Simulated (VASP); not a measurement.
BaS:

```
Ba S
1.0
     4.74534    0.00000    0.00000
    -2.37267    4.10958    0.00000
     0.00000    0.00000    6.61384
Ba S
2 2
Cartesian
  0.0000 0.0000 0.0000
  0.0000 0.0000 3.3069
  0.0000 2.7397 1.6535
  2.3727 1.3699 4.9604
```

* Program: VASP 6.6.1
* Task: relaxation of cell and atoms
* Functional: PBEsol
* Potentials or basis: VASP PAW PBE potentials, release 64 (Ba_sv, S)
* Cutoff: 600 eV
* k mesh: 8 × 8 × 6
* Occupations: gaussian, width 0.05 eV
* Spin: no spin polarisation

At the start: pressure 0.1 GPa; volume 32.24 Å³/atom.

Q: Where does the relaxation end?

A: Over 8 steps the energy falls by 228.9 meV/atom and the volume is 32.39 Å³/atom (+0.5 %); space group P6_3/mmc (No. 194, to 0.05 Å).

Step by step:
```tsv
step	energy change (eV)	largest force (eV/Å)	pressure (GPa)	volume (Å³)
1	0.0000	0.0000	0.06	128.98
2	-0.7723	0.0000	0.57	128.34
3	-0.9081	0.0000	0.90	127.10
4	-0.9082	0.0000	0.93	126.96
5	-0.9135	0.0000	-0.45	130.86
6	-0.9154	0.0000	0.02	129.50
7	-0.9157	0.0000	0.00	129.55
8	-0.9157	0.0000	0.00	129.58
```

Final structure:
```xyz
4
Lattice="4.3985 0.0000 0.0000 -2.1993 3.8092 0.0000 0.0000 0.0000 7.7337" Properties=species:S:1:pos:R:3 pbc="T T T"
Ba    0.0000    0.0000    7.7337
Ba    0.0000    0.0000    3.8668
S     0.0000    2.5395    1.9334
S     2.1993    1.2697    5.8003
```

Caveat: the PAW data sets were made with another functional, which shifts forces and pressure a little.
